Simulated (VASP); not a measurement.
# YZnC4N4 (P-43m) in VASP: a series of runs

YZnC4N4 is run at these levels: PBE; tasks: single point, relaxation of cell and atoms.

All numbers are computed with VASP 6.6.1; they aren't measurements. Logs are shortened: lines on timing, memory, paths and dates and some standing lists are left out, and cuts for length are marked.

## (1) The cell of the first run

Symmetry: P-43m, No. 215, cubic system. The conventional cell has a = 6.101 Å, b = 6.101 Å, c = 6.101 Å, α = 90.00°, β = 90.00°, γ = 90.00°. Y (site symmetry -43m) has 4 C at 2.11 Å within 2.8 Å. Zn (site symmetry -43m) has 4 N at 2.01 Å within 2.7 Å. Within 1.6 Å of C (site symmetry 3m) lie 1 N at 1.17 Å. Within 1.6 Å of N (site symmetry 3m) lie 1 C at 1.17 Å.

## (2) Single point, PBE

Input file INCAR:

```
ALGO = Normal
EDIFF = 1E-6
ENCUT = 910
GGA = PE
GGA_COMPAT = F
ISIF = 2
ISMEAR = 0
LASPH = T
LCHARG = F
LREAL = F
LWAVE = F
NBANDS = 40
NELM = 120
PREC = Accurate
SIGMA = 0.1
```

Input file KPOINTS:

```
k-points
0
Gamma
  4 4 4
```

Input file POSCAR:

```
YZnC4N4
1.0
    6.1008602900      0.0000000000      0.0000000000
    0.0000000000      6.1008602900      0.0000000000
    0.0000000000      0.0000000000      6.1008602900
Y Zn C N
1 1 4 4
Direct
    0.0000000000      0.0000000000      0.0000000000
    0.5000000000      0.5000000000      0.5000000000
    0.1992997100      0.1992997100      0.1992997100
    0.1992997100      0.8007002900      0.8007002900
    0.8007002900      0.1992997100      0.8007002900
    0.8007002900      0.8007002900      0.1992997100
    0.3100217700      0.3100217700      0.3100217700
    0.3100217700      0.6899782300      0.6899782300
    0.6899782300      0.3100217700      0.6899782300
    0.6899782300      0.6899782300      0.3100217700
```

Potentials or basis: VASP PAW PBE potentials, release 64 (Y_sv, Zn, C_h, N_h).

Run with:

```console
> cat potpaw_PBE.64/Y_sv/POTCAR potpaw_PBE.64/Zn/POTCAR potpaw_PBE.64/C_h/POTCAR potpaw_PBE.64/N_h/POTCAR > POTCAR
> mpirun -np 1 vasp_std > vasp.out
```

OUTCAR:

```text
EDIFF = 1E-6
   ENCUT = 910
   GGA = PE
   ISIF = 2
   ISMEAR = 0
   LASPH = T
   LREAL = F
   NELM = 120
   PREC = Accurate

 ion  position               nearest neighbor table
   1  0.000  0.000  0.000-   3 2.11   4 2.11   5 2.11   6 2.11
   2  0.500  0.500  0.500-   7 2.01   8 2.01   9 2.01  10 2.01
   3  0.199  0.199  0.199-   7 1.17   1 2.11
   4  0.199  0.801  0.801-   8 1.17   1 2.11
   5  0.801  0.199  0.801-   9 1.17   1 2.11
   6  0.801  0.801  0.199-  10 1.17   1 2.11
   7  0.310  0.310  0.310-   3 1.17   2 2.01
   8  0.310  0.690  0.690-   4 1.17   2 2.01
   9  0.690  0.310  0.690-   5 1.17   2 2.01
  10  0.690  0.690  0.310-   6 1.17   2 2.01

  LATTYP: Found a simple cubic cell.
 ALAT       =     6.1008602900

  Lattice vectors:

 A1 = (   6.1008602900,   0.0000000000,   0.0000000000)
 A2 = (   0.0000000000,   6.1008602900,   0.0000000000)
 A3 = (   0.0000000000,   0.0000000000,   6.1008602900)

Analysis of symmetry for initial positions (statically):
=====================================================================
 Subroutine PRICEL returns:
 Original cell was already a primitive cell.

 Routine SETGRP: Setting up the symmetry group for a
 simple cubic supercell.

 Subroutine GETGRP returns: Found 24 space group operations
 (whereof 24 operations were pure point group operations)
 out of a pool of 48 trial point group operations.

The static configuration has the point symmetry T_d .

Analysis of symmetry for dynamics (positions and initial velocities):
=====================================================================
 Subroutine PRICEL returns:
 Original cell was already a primitive cell.

 Routine SETGRP: Setting up the symmetry group for a
 simple cubic supercell.

 Subroutine GETGRP returns: Found 24 space group operations
 (whereof 24 operations were pure point group operations)
 out of a pool of 48 trial point group operations.

The dynamic configuration has the point symmetry T_d .

 Subroutine INISYM returns: Found 24 space group operations
 (whereof 24 operations are pure point group operations),
 and found     1 'primitive' translations

----------------------------------------------------------------------------------------

                                     Primitive cell

  volume of cell :     227.0770

  direct lattice vectors                    reciprocal lattice vectors
     6.100860290  0.000000000  0.000000000     0.163911310  0.000000000  0.000000000
     0.000000000  6.100860290  0.000000000     0.000000000  0.163911310  0.000000000
     0.000000000  0.000000000  6.100860290     0.000000000  0.000000000  0.163911310

  length of vectors
     6.100860290  6.100860290  6.100860290     0.163911310  0.163911310  0.163911310

  position of ions in fractional coordinates (direct lattice)
     0.000000000  0.000000000  0.000000000
     0.500000000  0.500000000  0.500000000
     0.199299710  0.199299710  0.199299710
     0.199299710  0.800700290  0.800700290
     0.800700290  0.199299710  0.800700290
     0.800700290  0.800700290  0.199299710
     0.310021770  0.310021770  0.310021770
     0.310021770  0.689978230  0.689978230
     0.689978230  0.310021770  0.689978230
     0.689978230  0.689978230  0.310021770

  ion indices of the primitive-cell ions
   primitive index   ion index
                 1           1
                 2           2
                 3           3
                 4           4
                 5           5
                 6           6
                 7           7
                 8           8
                 9           9
                10          10

----------------------------------------------------------------------------------------

 KPOINTS: k-points

Automatic generation of k-mesh.
 Grid dimensions read from file:
 generate k-points for:    4    4    4

 Generating k-lattice:

  Cartesian coordinates                     Fractional coordinates (reciprocal lattice)
     0.040977827  0.000000000  0.000000000     0.250000000  0.000000000  0.000000000
[... 49 lines left out ...]
  ext. energy  EPLUGINS =         0.00000000
  ---------------------------------------------------
  free energy    TOTEN  =       -74.01269818 eV

  energy without entropy =      -73.94545376  energy(sigma->0) =      -73.97907597

 E-fermi :   1.0693     XC(G=0):  -6.8786

 val. band max:        1.0644502373   @ k =   0.5000   0.2500   0.0000
 cond. band min:       1.1000084443   @ k =   0.2500   0.2500   0.0000
 fundamental gap:      0.0355582070
 Fermi energy:         1.0692620956

 k-point     1 :       0.0000    0.0000    0.0000
  band No.  band energies     occupation
      1     -41.1079      2.00000
      2     -21.5750      2.00000
      3     -21.5750      2.00000
      4     -21.5750      2.00000
      5     -18.6455      2.00000
      6     -18.5050      2.00000
[... 32 lines left out ...]
     39       5.1541      0.00000
     40       6.7540      0.00000

 k-point     2 :       0.2500    0.0000    0.0000
  band No.  band energies     occupation
      1     -41.1079      2.00000
      2     -21.5757      2.00000
      3     -21.5749      2.00000
      4     -21.5749      2.00000
      5     -18.6262      2.00000
      6     -18.5240      2.00000
[... 32 lines left out ...]
     39       5.1094      0.00000
     40       6.1732      0.00000

 k-point     3 :       0.5000    0.0000    0.0000
  band No.  band energies     occupation
      1     -41.1079      2.00000
      2     -21.5764      2.00000
      3     -21.5748      2.00000
      4     -21.5748      2.00000
      5     -18.5918      2.00000
      6     -18.5580      2.00000
[... 251 lines left out ...]
  band No.  band energies     occupation
      1     -41.1079      2.00000
      2     -21.5759      2.00000
      3     -21.5759      2.00000
      4     -21.5753      2.00000
      5     -18.5980      2.00000
      6     -18.5279      2.00000
[... 32 lines left out ...]
     39       5.5663      0.00000
     40       5.6019      0.00000

 k-point    10 :       0.5000    0.5000    0.5000
  band No.  band energies     occupation
      1     -41.1079      2.00000
      2     -21.5758      2.00000
      3     -21.5758      2.00000
      4     -21.5758      2.00000
      5     -18.6087      2.00000
      6     -18.5163      2.00000
[... 32 lines left out ...]
     39       5.5302      0.00000
     40       5.5302      0.00000

------------------------ aborting loop because EDIFF is reached ----------------------------------------

  FORCE on cell =-STRESS in cart. coord.  units (eV):
  Direction    XX          YY          ZZ          XY          YZ          ZX
  --------------------------------------------------------------------------------------
  -------------------------------------------------------------------------------------
  Total       11.6488246     11.6488246     11.6488246      0.0000000     -0.0000000      0.0000000
  in kB       82.1900889     82.1900889     82.1900889      0.0000000     -0.0000000      0.0000000
  external PRESSURE =      82.1900889 kB  Pullay stress =       0.0000000 kB

 VOLUME and BASIS-vectors are now :
 -----------------------------------------------------------------------------
  energy-cutoff  :      910.00
  volume of cell :      227.08
      direct lattice vectors                 reciprocal lattice vectors
     6.100860290  0.000000000  0.000000000     0.163911310  0.000000000  0.000000000
     0.000000000  6.100860290  0.000000000     0.000000000  0.163911310  0.000000000
     0.000000000  0.000000000  6.100860290     0.000000000  0.000000000  0.163911310

 POSITION                                       TOTAL-FORCE (eV/Angst)
 -----------------------------------------------------------------------------------
      0.00000      0.00000      0.00000        -0.000000     -0.000000      0.000000
      3.05043      3.05043      3.05043        -0.000000     -0.000000      0.000000
      1.21590      1.21590      1.21590         2.030217      2.030217      2.030217
      1.21590      4.88496      4.88496         2.030217     -2.030217     -2.030217
      4.88496      1.21590      4.88496        -2.030217      2.030217     -2.030217
      4.88496      4.88496      1.21590        -2.030217     -2.030217      2.030217
      1.89140      1.89140      1.89140         0.646616      0.646616      0.646616
      1.89140      4.20946      4.20946         0.646616     -0.646616     -0.646616
      4.20946      1.89140      4.20946        -0.646616      0.646616     -0.646616
      4.20946      4.20946      1.89140        -0.646616     -0.646616      0.646616
 -----------------------------------------------------------------------------------
    total drift:                               -0.000000     -0.000000     -0.000000

  FREE ENERGIE OF THE ION-ELECTRON SYSTEM (eV)
  ---------------------------------------------------
  free  energy   TOTEN  =       -74.0126981765 eV

  energy  without entropy=      -73.9454537595  energy(sigma->0) =      -73.97907597
```

Wall time 3.5 min (1 thread of Intel Xeon Platinum 8259CL at 2.50GHz (Skylake/Cascade Lake), shared host); peak memory 0.61 GiB.

What came out:

```yaml
Free_energy: -74.0127 eV
Pressure: 8.2 GPa
Largest_force: 3.516 eV/Å
Band_gap_on_the_k_mesh: zero (an odd number of electrons rules out a gap without spin polarisation)
```

Forces on the atoms (eV/Å):
```
Y    0.000  0.000  0.000
Zn   0.000  0.000  0.000
C    2.030  2.030  2.030
C    2.030 -2.030 -2.030
C   -2.030  2.030 -2.030
C   -2.030 -2.030  2.030
N    0.647  0.647  0.647
N    0.647 -0.647 -0.647
N   -0.647  0.647 -0.647
N   -0.647 -0.647  0.647
```

Levels at points of the mesh, in eV from the Fermi level:
```csv
k point,band 26,band 27,band 28,band 29,band 30,band 31,band 32,band 33
"(0.00, 0.00, 0.00)",-5.66,-4.87,-4.87,-4.87,0.04,0.04,0.40,0.40
"(0.50, 0.00, 0.00)",-5.60,-5.38,-5.08,-5.08,-0.04,0.20,0.63,0.91
"(0.50, 0.50, 0.00)",-5.51,-5.47,-5.11,-5.11,-0.09,0.29,0.98,0.98
"(0.50, 0.50, 0.50)",-5.55,-5.01,-5.01,-5.01,0.10,0.10,0.77,0.77
```

Caveat: the cutoff is under 1.25 times the usual one of these potentials, so pressure, stress and relaxed cells hold a basis-set (Pulay) error; the cell stands under pressure; forces of over 1 eV/Å act on the atoms, so gaps and moduli don't describe the material at rest.

## (3) Single point, PBE

This run uses another cell than the first one, of 26.30 Å³/atom.

Input file INCAR:

```
PREC     = Accurate       # precision mode
ENCUT    = 520            # plane-wave cutoff, eV
EDIFF    = 1E-7           # SCF threshold, eV
ISMEAR   = 0              # smearing method
SIGMA    = 0.1            # smearing width, eV
LREAL    = False          # projectors in reciprocal space
LASPH    = True           # aspherical terms in the spheres
NELM     = 100            # most SCF steps
ALGO     = Normal         # electronic algorithm
ISIF     = 2              # what is computed and relaxed
LWAVE    = False          # write WAVECAR
LCHARG   = False          # write CHGCAR
GGA      = PE             # functional
NBANDS   = 40             # bands
```

Input file KPOINTS:

```
Automatic mesh
0
Gamma
  6 6 6
```

Input file POSCAR:

```
YZnC4N4
1.0
    6.4066883105      0.0000000000      0.0000000000
    0.0000000000      6.4066883105      0.0000000000
    0.0000000000      0.0000000000      6.4066883105
Y Zn C N
1 1 4 4
Direct
    0.0000000000      0.0000000000      0.0000000000
    0.5000000000      0.5000000000      0.5000000000
    0.2175472901      0.2175472901      0.2175472901
    0.2175472901      0.7824527099      0.7824527099
    0.7824527099      0.2175472901      0.7824527099
    0.7824527099      0.7824527099      0.2175472901
    0.3231457007      0.3231457007      0.3231457007
    0.3231457007      0.6768542993      0.6768542993
    0.6768542993      0.3231457007      0.6768542993
    0.6768542993      0.6768542993      0.3231457007
```

Potentials or basis: VASP PAW PBE potentials, release 64 (Y_sv, Zn, C, N).

Run with:

```console
> cat potpaw_PBE.64/Y_sv/POTCAR potpaw_PBE.64/Zn/POTCAR potpaw_PBE.64/C/POTCAR potpaw_PBE.64/N/POTCAR > POTCAR
> mpirun -np 1 vasp_std > vasp.out
```

It took 2.5 min on 1 thread of AMD EPYC 9R45 (Zen 5), shared host; peak memory 0.44 GiB.

It converged, with:

* Free energy: -76.0118 eV
* Pressure: 0.3 GPa
* Largest force: 0.382 eV/Å
* Band gap on the k mesh: zero (an odd number of electrons rules out a gap without spin polarisation)

Forces in eV/Å, atoms in the order of the input:
```
Y    0.000  0.000  0.000
Zn   0.000  0.000  0.000
C   -0.221 -0.221 -0.221
C   -0.221  0.221  0.221
C    0.221 -0.221  0.221
C    0.221  0.221 -0.221
N    0.194  0.194  0.194
N    0.194 -0.194 -0.194
N   -0.194  0.194 -0.194
N   -0.194 -0.194  0.194
```

Levels at points of the mesh, in eV from the Fermi level:
```csv
k point,band 27,band 28,band 29,band 30,band 31,band 32
"(0.00, 0.00, 0.00)",-5.07,-5.07,-5.07,0.00,0.00,0.40
"(0.50, 0.00, 0.00)",-5.30,-5.15,-5.15,0.01,0.10,0.47
"(0.50, 0.50, 0.00)",-5.42,-5.17,-5.17,-0.07,0.28,0.74
"(0.50, 0.50, 0.50)",-5.19,-5.19,-5.19,0.15,0.15,0.60
```

## (4) Relaxation of cell and atoms, PBE

Input file INCAR:

```
PREC = Accurate ; ENCUT = 600
EDIFF = 1E-6 ; ISMEAR = 0
SIGMA = 0.1 ; LREAL = F
LASPH = T ; NELM = 100
ALGO = Normal ; ISIF = 3
LWAVE = F ; LCHARG = F
GGA = PE ; IBRION = 2
NSW = 90 ; EDIFFG = -0.04
```

Input file KPOINTS:

```
regular mesh
0
Gamma
  4 4 4
```

Input file POSCAR:

```
YZnC4N4
1.0
    6.1008602900      0.0000000000      0.0000000000
    0.0000000000      6.1008602900      0.0000000000
    0.0000000000      0.0000000000      6.1008602900
Y Zn C N
1 1 4 4
Direct
    0.0000000000      0.0000000000      0.0000000000
    0.5000000000      0.5000000000      0.5000000000
    0.1992997100      0.1992997100      0.1992997100
    0.1992997100      0.8007002900      0.8007002900
    0.8007002900      0.1992997100      0.8007002900
    0.8007002900      0.8007002900      0.1992997100
    0.3100217700      0.3100217700      0.3100217700
    0.3100217700      0.6899782300      0.6899782300
    0.6899782300      0.3100217700      0.6899782300
    0.6899782300      0.6899782300      0.3100217700
```

Run with:

```console
> cat potpaw_PBE.64/Y_sv/POTCAR potpaw_PBE.64/Zn/POTCAR potpaw_PBE.64/C/POTCAR potpaw_PBE.64/N/POTCAR > POTCAR
> mpirun -np 1 vasp_std > vasp.out
```

It took 8.2 min on 1 thread of AMD EPYC 9R45 (Zen 5), shared host; peak memory 0.41 GiB.

The run converged. Its results:

- Free energy: -76.0047 eV
- Relaxed volume: 26.22 Å³/atom
- Relaxed cell: a = 6.401 Å, b = 6.401 Å, c = 6.401 Å, α = 90.00°, β = 90.00°, γ = 90.00°
- Space group after relaxing (to 0.1 Å): P-43m (No. 215)
- Energy gained by relaxing: 219.3 meV/atom
- Ionic steps: 10
- Pressure after relaxing: 0.1 GPa
- Largest force after relaxing: 0.021 eV/Å
- Band gap on the k mesh: zero (an odd number of electrons rules out a gap without spin polarisation)

Forces in eV/Å, atoms in the order of the input:
```
Y    0.000  0.000  0.000
Zn   0.000  0.000  0.000
C    0.005  0.005  0.005
C    0.005 -0.005 -0.005
C   -0.005  0.005 -0.005
C   -0.005 -0.005  0.005
N    0.012  0.012  0.012
N    0.012 -0.012 -0.012
N   -0.012  0.012 -0.012
N   -0.012 -0.012  0.012
```

The path:
```csv
step,energy change (eV),largest force (eV/Å),pressure (GPa),volume (Å³)
1,0.0000,3.1764,8.56,227.08
2,-1.9015,3.6852,1.65,269.35
3,-1.9048,3.5954,1.77,267.62
4,2.2367,10.4413,-11.54,301.33
5,-2.0735,0.9819,-1.69,272.36
6,-2.0794,0.5728,-1.26,271.64
7,-2.0796,0.4637,-1.14,271.45
8,-2.1352,0.3325,-0.81,268.71
9,-2.1921,0.0592,0.02,262.95
10,-2.1927,0.0211,0.14,262.23
```

Final structure:
```yaml
crystal:
  lattice:
    - [6.40073, 0.00000, 0.00000]
    - [0.00000, 6.40073, 0.00000]
    - [0.00000, 0.00000, 6.40073]
  atoms:
    - { symbol: Y, position: [0.00000, 0.00000, 0.00000] }
    - { symbol: Zn, position: [0.50000, 0.50000, 0.50000] }
    - { symbol: C, position: [0.21693, 0.21693, 0.21693] }
    - { symbol: C, position: [0.21693, 0.78307, 0.78307] }
    - { symbol: C, position: [0.78307, 0.21693, 0.78307] }
    - { symbol: C, position: [0.78307, 0.78307, 0.21693] }
    - { symbol: N, position: [0.32290, 0.32290, 0.32290] }
    - { symbol: N, position: [0.32290, 0.67710, 0.67710] }
    - { symbol: N, position: [0.67710, 0.32290, 0.67710] }
    - { symbol: N, position: [0.67710, 0.67710, 0.32290] }
```

Levels at points of the mesh, in eV from the Fermi level:
| k point | band 26 | band 27 | band 28 | band 29 | band 30 | band 31 | band 32 | band 33 |
| --- | --- | --- | --- | --- | --- | --- | --- | --- |
| (0.00, 0.00, 0.00) | -5.66 | -5.05 | -5.05 | -5.05 | 0.00 | 0.00 | 0.39 | 0.39 |
| (0.50, 0.00, 0.00) | -5.65 | -5.29 | -5.14 | -5.14 | 0.01 | 0.11 | 0.48 | 0.78 |
| (0.50, 0.50, 0.00) | -5.55 | -5.41 | -5.15 | -5.15 | -0.07 | 0.28 | 0.74 | 0.74 |
| (0.50, 0.50, 0.50) | -5.58 | -5.17 | -5.17 | -5.17 | 0.14 | 0.14 | 0.60 | 0.60 |

Caveat: the volume moved by over 15 % at a fixed basis, so the end points are rough.

## (5) The runs side by side

| task | potentials or basis | cell | k mesh | cutoff (eV) | gap on the mesh (eV) | pressure (GPa) | largest force (eV/Å) |
| --- | --- | --- | --- | --- | --- | --- | --- |
| single point | VASP PAW PBE potentials, release 64 (Y_sv, Zn, C_h, N_h) | a = 6.101 Å, 10 atoms, atomic positions A | 4 × 4 × 4 | 910 | none | 8.2 | 3.52 |
| single point | VASP PAW PBE potentials, release 64 (Y_sv, Zn, C, N) | a = 6.407 Å, 10 atoms, atomic positions B | 6 × 6 × 6 | 520 | none | 0.3 | 0.38 |
| relaxation of cell and atoms | VASP PAW PBE potentials, release 64 (Y_sv, Zn, C, N) | relaxed from a = 6.101 Å, 10 atoms, atomic positions A | 4 × 4 × 4 | 600 | none | 0.1 | 0.02 |

Alike in all rows: level PBE; no spin polarisation; smearing gaussian 0.1 eV.

Caveats: the cutoff is under 1.25 times the usual one of these potentials, so pressure, stress and relaxed cells hold a basis-set (Pulay) error (at least some runs); the cell stands under pressure (at least some runs); forces of over 1 eV/Å act on the atoms, so gaps and moduli don't describe the material at rest (at least some runs); the volume moved by over 15 % at a fixed basis, so the end points are rough (at least some runs).

Absolute energies hang on the potentials; compare differences alone.
